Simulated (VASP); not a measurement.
A run of VASP 6.6.1:

File INCAR:

```
SYSTEM = LaNb4O
ALGO = Normal ; EDIFF = 1E-6
ENCUT = 520 ; GGA = PE
ISIF = 2 ; ISMEAR = 0
LASPH = .True. ; LCHARG = .True.
LELF = .True. ; LREAL = .False.
LVHAR = .True. ; LWAVE = .False.
NBANDS = 44 ; NELM = 100
PREC = Accurate ; SIGMA = 0.1
```

Contents of KPOINTS:

```
k-points
0
Gamma
  4 4 4
  0 0 0
```

File POSCAR:

```
LaNb4O
1.0
    4.9560846700      0.0000000000      0.0000000000
    0.0000000000      4.9560846700      0.0000000000
    0.0000000000      0.0000000000      4.7473196900
La Nb O
1 4 1
Direct
    0.5000000000      0.5000000000      0.0000000000
    0.0000000000      0.5000000000      0.7624404200
    0.5000000000      0.0000000000      0.7624404200
    0.0000000000      0.5000000000      0.2375595800
    0.5000000000      0.0000000000      0.2375595800
    0.0000000000      0.0000000000      0.0000000000
```

Potentials or basis: VASP PAW PBE potentials, release 64 (La, Nb_sv, O).

The run is started by

```bash
$ cat potpaw_PBE.64/La/POTCAR potpaw_PBE.64/Nb_sv/POTCAR potpaw_PBE.64/O/POTCAR > POTCAR
$ mpirun -np 1 vasp_std > vasp.out
```

Hardware: 1 thread of AMD EPYC 9R45 96-Core Processor (Zen 5), on a shared host.

Task: How long does it take, and how much memory?

Result: Wall time 99 s on 1 thread of AMD EPYC 9R45 96-Core Processor (Zen 5), with other jobs on the host, peak memory 0.25 GiB. Counts: scf iterations 20, k points 18.
